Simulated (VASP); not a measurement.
Wanted: the native input for a VASP 6.6.1 run.

```
Task                   : single point
Functional             : PBE
Potentials or basis    : VASP PAW PBE potentials, release 64 (Al)
Cutoff                 : 520 eV
k mesh                 : 10 × 10 × 10
Occupations            : gaussian, width 0.1 eV
Spin                   : no spin polarisation
Dipole correction      : no
Further INCAR settings : ALGO = Fast; EDIFF = 1e-07; NBANDS = 8
```

The structure of Al lies in POSCAR:

```
Al
1.0
    0.0000000000      2.0194648466      2.0194648466
    2.0194648466      0.0000000000      2.0194648466
    2.0194648466      2.0194648466      0.0000000000
Al
1
Direct
   -0.1413740125      0.1002160736      0.1049911480
```

One way to write it, as run:

INCAR

```
SYSTEM = Al
PREC = Accurate
ENCUT = 520
EDIFF = 1E-7
ISMEAR = 0
SIGMA = 0.1
LREAL = .False.
LASPH = .True.
NELM = 100
ALGO = Fast
ISIF = 2
LWAVE = .False.
LCHARG = .True.
GGA = PE
LELF = .True.
LVHAR = .True.
NBANDS = 8
```

KPOINTS

```
Automatic mesh
0
Gamma
  10 10 10
  0 0 0
```

Potentials or basis: VASP PAW PBE potentials, release 64 (Al).

The run is started by

```console
$ cat potpaw_PBE.64/Al/POTCAR > POTCAR
$ mpirun -np 1 vasp_std > vasp.out
```

It gave:

```json
{
 "Pressure": "-0.1 GPa"
}
```

Run time: 3.6 s on 1 thread of Intel(R) Xeon(R) 6975P-C (Granite Rapids) (shared host), peak memory 0.13 GiB.
